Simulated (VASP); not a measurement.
# Ge (Fd-3m) in VASP: a series of runs

The runs below take Ge through single point, with PBE.

All numbers are computed with VASP 6.6.1; they aren't measurements. Logs are shortened: lines on timing, memory, paths and dates and some standing lists are left out, and cuts for length are marked.

**The experiment to reproduce.**

From “Electronic and optical properties of SixGe1-x-ySny alloys lattice-matched to Ge”, 2021, arxiv:2109.02782, for a bulk crystal of Ge at 293 K: band gap 0.666 eV (indirect).

“Temperature-dependent photoluminescence in Ge: experiment and theory”, 2020, arxiv:2003.00143 reports, for a bulk crystal of Ge at 0 K: band gap 0.744 eV (indirect).

The runs below are set against these values where they give the same quantity.

**1. The cell of the first run**

Symmetry: Fd-3m, No. 227, cubic system. Conventional cell: a = 5.761 Å, b = 5.761 Å, c = 5.761 Å, α = 90.00°, β = 90.00°, γ = 90.00°. Ge (site symmetry -43m) has 4 Ge at 2.49 Å within 3.3 Å.

**2. Single point, PBE**

INCAR

```
SYSTEM = Ge
ALGO = Normal
EDIFF = 1E-6
ENCUT = 500
GGA = PE
GGA_COMPAT = .FALSE.
ISIF = 2
ISMEAR = 1
LASPH = .TRUE.
LCHARG = .TRUE.
LELF = .TRUE.
LREAL = .FALSE.
LVHAR = .TRUE.
LWAVE = .FALSE.
NBANDS = 21
NELM = 120
PREC = Accurate
SIGMA = 0.02
```

KPOINTS

```
k-points
0
G
  7 7 7
  0 0 0
```

POSCAR

```
Ge
1.0
    0.0000000000      2.8803596833      2.8803596833
    2.8803596833      0.0000000000      2.8803596833
    2.8803596833      2.8803596833      0.0000000000
Ge
2
Direct
    0.0000000000      0.0000000000      0.0000000000
    0.2500000000      0.2500000000      0.2500000000
```

Potentials or basis: VASP PAW PBE potentials, release 64 (Ge_d).

Launch:

```bash
> cat potpaw_PBE.64/Ge_d/POTCAR > POTCAR
> mpirun -np 1 vasp_std > vasp.out
```

OUTCAR:

```text
SYSTEM = Ge
   EDIFF = 1E-6
   ENCUT = 500
   GGA = PE
   ISIF = 2
   ISMEAR = 1
   LASPH = .TRUE.
   LREAL = .FALSE.
   NELM = 120
   PREC = Accurate

 ion  position               nearest neighbor table
   1  0.000  0.000  0.000-   2 2.49   2 2.49   2 2.49   2 2.49
   2  0.250  0.250  0.250-   1 2.49   1 2.49   1 2.49   1 2.49

  LATTYP: Found a face centered cubic cell.
 ALAT       =     5.7607193666

  Lattice vectors:

 A1 = (   0.0000000000,   2.8803596833,   2.8803596833)
 A2 = (   2.8803596833,   0.0000000000,   2.8803596833)
 A3 = (   2.8803596833,   2.8803596833,   0.0000000000)

Analysis of symmetry for initial positions (statically):
=====================================================================
 Subroutine PRICEL returns:
 Original cell was already a primitive cell.

 Routine SETGRP: Setting up the symmetry group for a
 face centered cubic supercell.

 Subroutine GETGRP returns: Found 48 space group operations
 (whereof 24 operations were pure point group operations)
 out of a pool of 48 trial point group operations.

The static configuration has the point symmetry T_d .
 The point group associated with its full space group is O_h .

Analysis of symmetry for dynamics (positions and initial velocities):
=====================================================================
 Subroutine PRICEL returns:
 Original cell was already a primitive cell.

 Routine SETGRP: Setting up the symmetry group for a
 face centered cubic supercell.

 Subroutine GETGRP returns: Found 48 space group operations
 (whereof 24 operations were pure point group operations)
 out of a pool of 48 trial point group operations.

The dynamic configuration has the point symmetry T_d .
 The point group associated with its full space group is O_h .

 Subroutine INISYM returns: Found 48 space group operations
 (whereof 24 operations are pure point group operations),
 and found     1 'primitive' translations

----------------------------------------------------------------------------------------

                                     Primitive cell

  volume of cell :      47.7936

  direct lattice vectors                    reciprocal lattice vectors
     0.000000000  2.880359683  2.880359683    -0.173589432  0.173589432  0.173589432
     2.880359683  0.000000000  2.880359683     0.173589432 -0.173589432  0.173589432
     2.880359683  2.880359683  0.000000000     0.173589432  0.173589432 -0.173589432

  length of vectors
     4.073443729  4.073443729  4.073443729     0.300665715  0.300665715  0.300665715

  position of ions in fractional coordinates (direct lattice)
     0.000000000  0.000000000  0.000000000
     0.250000000  0.250000000  0.250000000

  ion indices of the primitive-cell ions
   primitive index   ion index
                 1           1
                 2           2

----------------------------------------------------------------------------------------

 KPOINTS: k-points

Automatic generation of k-mesh.
 Grid dimensions read from file:
 generate k-points for:    7    7    7

 Generating k-lattice:

  Cartesian coordinates                     Fractional coordinates (reciprocal lattice)
    -0.024798490  0.024798490  0.024798490     0.142857143  0.000000000  0.000000000
     0.024798490 -0.024798490  0.024798490     0.000000000  0.142857143  0.000000000
     0.024798490  0.024798490 -0.024798490     0.000000000  0.000000000  0.142857143

  Length of vectors
     0.042952245  0.042952245  0.042952245

  Shift w.r.t. Gamma in fractional coordinates (k-lattice)
     0.000000000  0.000000000  0.000000000

 Subroutine IBZKPT returns following result:
 ===========================================

 Found     20 irreducible k-points:

 Following reciprocal coordinates:
            Coordinates               Weight
  0.000000  0.000000  0.000000      1.000000
  0.142857  0.000000  0.000000      8.000000
  0.285714  0.000000  0.000000      8.000000
  0.428571  0.000000  0.000000      8.000000
  0.142857  0.142857  0.000000      6.000000
  0.285714  0.142857  0.000000     24.000000
[... 12 lines left out ...]
 -0.428571  0.428571  0.142857     24.000000
 -0.285714  0.428571  0.142857     24.000000
   k-points           NKPTS =     20   k-points in BZ     NKDIM =     20   number of bands    NBANDS=     21
   number of dos      NEDOS =    301   number of ions     NIONS =      2
   total plane-waves  NPLWV =  27000
   dimension x,y,z NGX =    30 NGY =   30 NGZ =   30
   dimension x,y,z NGXF=    60 NGYF=   60 NGZF=   60
   ions per type =               2
   NGX,Y,Z   is equivalent  to a cutoff of  12.24, 12.24, 12.24 a.u.
   NGXF,Y,Z  is equivalent  to a cutoff of  24.49, 24.49, 24.49 a.u.
 SYSTEM =  Ge
   PREC   = accura    normal or accurate (medium, high low for compatibility)
   ISTART =      0    job   : 0-new  1-cont  2-samecut
   ICHARG =      2    charge: 1-file 2-atom 10-const
   ISPIN  =      1    spin polarized calculation?
[... 37 lines left out ...]
 Methfessel and Paxton  Order N= 1 SIGMA  =   0.02
  energy-cutoff  :      500.00
  volume of cell :       47.79
 maximum number of plane-waves:      1243
 NGX is ok and might be reduce to    30
   NGX = 15   NGY = 15   NGZ = 15

 number of electron      27.9999979 magnetization

 Free energy of the ion-electron system (eV)
  ---------------------------------------------------
  ext. energy  EPLUGINS =         0.00000000
  ---------------------------------------------------
  free energy    TOTEN  =        -9.01526114 eV

  energy without entropy =       -9.01521776  energy(sigma->0) =       -9.01524668

 E-fermi :   4.4893     XC(G=0):  -9.6664

 val. band max:        4.4853076751   @ k =   0.0000   0.0000   0.0000
 cond. band min:       4.5515413269   @ k =   0.4286   0.0000   0.0000
 fundamental gap:      0.0662336518
 Fermi energy:         4.4893383702

 k-point     1 :       0.0000    0.0000    0.0000
  band No.  band energies     occupation
      1     -20.2598      2.00000
      2     -20.2598      2.00000
      3     -20.2598      2.00000
      4     -20.2277      2.00000
      5     -20.2277      2.00000
      6     -20.0446      2.00000
[... 13 lines left out ...]
     20      13.8214      0.00000
     21      13.8214      0.00000

 k-point     2 :       0.1429    0.0000    0.0000
  band No.  band energies     occupation
      1     -20.2681      2.00000
      2     -20.2681      2.00000
      3     -20.2569      2.00000
      4     -20.2158      2.00000
      5     -20.2158      2.00000
      6     -20.0579      2.00000
[... 13 lines left out ...]
     20      12.8724      0.00000
     21      12.8724      0.00000

 k-point     3 :       0.2857    0.0000    0.0000
  band No.  band energies     occupation
      1     -20.2772      2.00000
      2     -20.2772      2.00000
      3     -20.2503      2.00000
      4     -20.1998      2.00000
      5     -20.1998      2.00000
      6     -20.0708      2.00000
[... 13 lines left out ...]
     20      12.9111      0.00000
     21      12.9111      0.00000

 k-point     4 :       0.4286    0.0000    0.0000
  band No.  band energies     occupation
      1     -20.2808      2.00000
      2     -20.2808      2.00000
      3     -20.2448      2.00000
      4     -20.1921      2.00000
      5     -20.1921      2.00000
      6     -20.0760      2.00000
[... 13 lines left out ...]
     20      14.5985      0.00000
     21      14.5985      0.00000

 k-point     5 :       0.1429    0.1429    0.0000
  band No.  band energies     occupation
      1     -20.2664      2.00000
      2     -20.2661      2.00000
      3     -20.2661      2.00000
      4     -20.2177      2.00000
      5     -20.2026      2.00000
      6     -20.0808      2.00000
[... 13 lines left out ...]
     20      12.2515      0.00000
     21      14.1582      0.00000
[... 286 lines left out ...]
     20      14.6263      0.00000
     21      15.4095      0.00000

 k-point    18 :      -0.4286    0.2857    0.1429
  band No.  band energies     occupation
      1     -20.2995      2.00000
      2     -20.2908      2.00000
      3     -20.2158      2.00000
      4     -20.1736      2.00000
      5     -20.1537      2.00000
      6     -20.1260      2.00000
[... 13 lines left out ...]
     20      14.5738      0.00000
     21      15.9801      0.00000

 k-point    19 :      -0.4286    0.4286    0.1429
  band No.  band energies     occupation
      1     -20.2966      2.00000
      2     -20.2954      2.00000
      3     -20.2122      2.00000
      4     -20.1711      2.00000
      5     -20.1526      2.00000
      6     -20.1178      2.00000
[... 13 lines left out ...]
     20      15.1549      0.00000
     21      16.9353      0.00000

 k-point    20 :      -0.2857    0.4286    0.1429
  band No.  band energies     occupation
      1     -20.3038      2.00000
      2     -20.2960      2.00000
      3     -20.1977      2.00000
      4     -20.1571      2.00000
      5     -20.1464      2.00000
      6     -20.1261      2.00000
[... 13 lines left out ...]
     20      14.9442      0.00000
     21      17.0609      0.00000

------------------------ aborting loop because EDIFF is reached ----------------------------------------

  FORCE on cell =-STRESS in cart. coord.  units (eV):
  Direction    XX          YY          ZZ          XY          YZ          ZX
  --------------------------------------------------------------------------------------
  -------------------------------------------------------------------------------------
  Total       -0.0272132     -0.0272132     -0.0272132      0.0000000      0.0000000      0.0000000
  in kB       -0.9122629     -0.9122629     -0.9122629      0.0000000      0.0000000      0.0000000
  external PRESSURE =      -0.9122629 kB  Pullay stress =       0.0000000 kB

 VOLUME and BASIS-vectors are now :
 -----------------------------------------------------------------------------
  energy-cutoff  :      500.00
  volume of cell :       47.79
      direct lattice vectors                 reciprocal lattice vectors
     0.000000000  2.880359683  2.880359683    -0.173589432  0.173589432  0.173589432
     2.880359683  0.000000000  2.880359683     0.173589432 -0.173589432  0.173589432
     2.880359683  2.880359683  0.000000000     0.173589432  0.173589432 -0.173589432

 POSITION                                       TOTAL-FORCE (eV/Angst)
 -----------------------------------------------------------------------------------
      0.00000      0.00000      0.00000         0.000000      0.000000      0.000000
      1.44018      1.44018      1.44018        -0.000000     -0.000000     -0.000000
 -----------------------------------------------------------------------------------
    total drift:                                0.000000      0.000000      0.000000

  FREE ENERGIE OF THE ION-ELECTRON SYSTEM (eV)
  ---------------------------------------------------
  free  energy   TOTEN  =        -9.0152611377 eV

  energy  without entropy=       -9.0152177586  energy(sigma->0) =       -9.01524668
```

Run time: 35 s. Hardware: 1 thread of Intel Xeon Platinum 8175M at 2.50GHz (Skylake/Cascade Lake), shared host; peak memory 0.16 GiB.

Results:

```
Free energy            : -9.0153 eV
Pressure               : -0.1 GPa
Band gap on the k mesh : zero (filled and empty bands touch)
```

Caveat: semilocal functionals underestimate gaps, so a narrow gap can read as zero.

**3. Single point, PBE**

This run uses another cell than the first one, of 24.26 Å³/atom.

INCAR

```
PREC = Accurate
ENCUT = 500
EDIFF = 1E-6
ISMEAR = 1
SIGMA = 0.02
LREAL = False
LASPH = True
NELM = 120
ALGO = Normal
ISIF = 2
LWAVE = False
LCHARG = False
GGA = PE
NBANDS = 21
GGA_COMPAT = False
```

KPOINTS

```
Automatic mesh
0
Gamma
  7 7 7
```

POSCAR

```
Ge
1.0
    0.0000000000      2.8946900669      2.8946900669
    2.8946900669      0.0000000000      2.8946900669
    2.8946900669      2.8946900669      0.0000000000
Ge
2
Direct
    0.0000000000      0.0000000000      0.0000000000
    0.2500000000      0.2500000000      0.2500000000
```

Potentials or basis: VASP PAW PBE potentials, release 64 (Ge_d).

Launch:

```bash
> cat potpaw_PBE.64/Ge_d/POTCAR > POTCAR
> mpirun -np 1 vasp_std > vasp.out
```

Run time: 27 s. Hardware: 1 thread of Intel Xeon Platinum 8175M at 2.50GHz (Skylake/Cascade Lake), shared host; peak memory 0.16 GiB.

The run converged. Its results:

```yaml
Free_energy: -9.0134 eV
Pressure: -1.0 GPa
Band_gap_on_the_k_mesh: zero (filled and empty bands touch)
```

Levels at points of the mesh, in eV from the Fermi level:
```tsv
k point	band 10	band 11	band 12	band 13	band 14	band 15	band 16	band 17	band 18	band 19
(0.00, 0.00, 0.00)	-24.52	-12.27	-0.58	-0.01	-0.01	-0.01	2.51	2.51	2.51	6.26
```

Caveat: semilocal functionals underestimate gaps, so a narrow gap can read as zero.

**4. Single point, PBE**

This run uses another cell than the first one, of 23.54 Å³/atom.

INCAR

```
SYSTEM = Ge
PREC = Accurate
ENCUT = 500
EDIFF = 1E-6
ISMEAR = 1
SIGMA = 0.02
LREAL = .False.
LASPH = .True.
NELM = 120
ALGO = Normal
ISIF = 2
LWAVE = .False.
LCHARG = .False.
GGA = PE
NBANDS = 21
GGA_COMPAT = .False.
```

KPOINTS

```
regular mesh
0
Gamma
  8 8 8
  0 0 0
```

POSCAR

```
Ge
1.0
    0.0000000000      2.8658852698      2.8658852698
    2.8658852698      0.0000000000      2.8658852698
    2.8658852698      2.8658852698      0.0000000000
Ge
2
Direct
    0.0000000000      0.0000000000      0.0000000000
    0.2500000000      0.2500000000      0.2500000000
```

Launch:

```bash
> cat potpaw_PBE.64/Ge_d/POTCAR > POTCAR
> mpirun -np 1 vasp_std > vasp.out
```

Wall time 39 s (1 thread of Intel Xeon Platinum 8175M at 2.50GHz (Skylake/Cascade Lake), shared host); peak memory 0.17 GiB.

Results (log left out):

| Property | Result |
| --- | --- |
| Free energy | -9.0236 eV |
| Pressure | 0.8 GPa |
| Band gap on the k mesh | zero (filled and empty bands touch) |

Levels at points of the mesh, in eV from the Fermi level:
```csv
k point,band 12,band 13,band 14,band 15,band 16,band 17
"(0.00, 0.00, 0.00)",-0.32,0.00,0.00,0.00,2.53,2.53
"(0.50, 0.00, 0.00)",-7.43,-1.35,-1.35,0.06,3.72,3.72
"(0.50, 0.50, 0.00)",-8.75,-2.94,-2.94,0.80,0.80,9.19
```

Caveat: semilocal functionals underestimate gaps, so a narrow gap can read as zero.

**5. Single point, PBE**

INCAR

```
PREC = Accurate ; ENCUT = 500
EDIFF = 1E-6 ; ISMEAR = 1
SIGMA = 0.02 ; LREAL = F
LASPH = T ; NELM = 120
ALGO = Normal ; ISIF = 2
LWAVE = F ; LCHARG = T
GGA = PE ; LELF = T
LVHAR = T ; NBANDS = 21
GGA_COMPAT = F
```

KPOINTS

```
Automatic mesh
0
Gamma
  8 8 8
```

POSCAR

```
Ge
1.0
    0.0000000000      2.8803596833      2.8803596833
    2.8803596833      0.0000000000      2.8803596833
    2.8803596833      2.8803596833      0.0000000000
Ge
2
Direct
    0.0000000000      0.0000000000      0.0000000000
    0.2500000000      0.2500000000      0.2500000000
```

Launch:

```bash
> cat potpaw_PBE.64/Ge_d/POTCAR > POTCAR
> mpirun -np 1 vasp_std > vasp.out
```

Run time: 38 s. Hardware: 1 thread of Intel Xeon Platinum 8175M at 2.50GHz (Skylake/Cascade Lake), shared host; peak memory 0.17 GiB.

It converged, with:

```yaml
Free_energy: -9.0256 eV
Pressure: -0.1 GPa
Band_gap_on_the_k_mesh: zero (filled and empty bands touch)
```

Levels at points of the mesh, in eV from the Fermi level:
| k point | band 10 | band 11 | band 12 | band 13 | band 14 | band 15 | band 16 | band 17 | band 18 | band 19 |
| --- | --- | --- | --- | --- | --- | --- | --- | --- | --- | --- |
| (0.00, 0.00, 0.00) | -24.53 | -12.38 | -0.45 | 0.00 | 0.00 | 0.00 | 2.52 | 2.52 | 2.52 | 6.29 |
| (0.50, 0.00, 0.00) | -24.50 | -10.42 | -7.36 | -1.33 | -1.33 | 0.02 | 3.71 | 3.71 | 7.10 | 10.22 |
| (0.50, 0.50, 0.00) | -24.49 | -8.69 | -8.69 | -2.89 | -2.89 | 0.81 | 0.81 | 9.07 | 9.07 | 11.07 |

Caveat: semilocal functionals underestimate gaps, so a narrow gap can read as zero.

**6. Summary**

```csv
cell,k mesh,gap on the mesh (eV),pressure (GPa)
"a = 4.073 Å, angles 60.0°, 2 atoms",7 × 7 × 7,none,-0.1
"a = 4.094 Å, angles 60.0°, 2 atoms",7 × 7 × 7,none,-1.0
"a = 4.053 Å, angles 60.0°, 2 atoms",8 × 8 × 8,none,0.8
"a = 4.073 Å, angles 60.0°, 2 atoms",8 × 8 × 8,none,-0.1
```

Alike in all rows: task single point; level PBE; potentials or basis VASP PAW PBE potentials, release 64 (Ge_d); no spin polarisation; cutoff (eV) 500; smearing methfessel-paxton 0.02 eV.

Caveats: semilocal functionals underestimate gaps, so a narrow gap can read as zero.

Absolute energies hang on the potentials; compare differences alone.

**7. How close it comes**

Step 2. Against the measured gap of Ge, 0.666 eV (indirect; 293 K; “Electronic and optical properties of SixGe1-x-ySny alloys lattice-matched to Ge”, 2021, arxiv:2109.02782), the calculated 0.00 eV is off by -0.67 eV. 3 values of this kind are on record (0.666 to 0.807 eV); this one was drawn at random among those near their median. Spin-orbit coupling on Ge is left out. The value is that of PBE on a finite k mesh, which can miss the band edges, without temperature or zero-point motion. Semilocal functionals fall short of measured gaps as a rule.

Step 3. Measured gap of Ge: 0.666 eV (indirect; 293 K; “Electronic and optical properties of SixGe1-x-ySny alloys lattice-matched to Ge”, 2021, arxiv:2109.02782). This calculation gives 0.00 eV (-0.67 eV). 3 values of this kind are on record (0.666 to 0.807 eV); this one was drawn at random among those near their median. Spin-orbit coupling on Ge is left out. The value is that of PBE on a finite k mesh, which can miss the band edges, without temperature or zero-point motion. Semilocal functionals fall short of measured gaps as a rule.

Step 4. A measured gap of Ge is 0.744 eV (indirect; 0 K; “Temperature-dependent photoluminescence in Ge: experiment and theory”, 2020, arxiv:2003.00143); the calculated 0.00 eV misses it by -0.74 eV. 3 values of this kind are on record (0.666 to 0.807 eV); this one was drawn at random among those near their median. Spin-orbit coupling on Ge is left out. The value is that of PBE on a finite k mesh, which can miss the band edges, without temperature or zero-point motion. Semilocal functionals fall short of measured gaps as a rule.

Step 5. A measured gap of Ge is 0.744 eV (indirect; 0 K; “Temperature-dependent photoluminescence in Ge: experiment and theory”, 2020, arxiv:2003.00143); the calculated 0.00 eV misses it by -0.74 eV. 3 values of this kind are on record (0.666 to 0.807 eV); this one was drawn at random among those near their median. Spin-orbit coupling on Ge is left out. The value is that of PBE on a finite k mesh, which can miss the band edges, without temperature or zero-point motion. Semilocal functionals fall short of measured gaps as a rule.
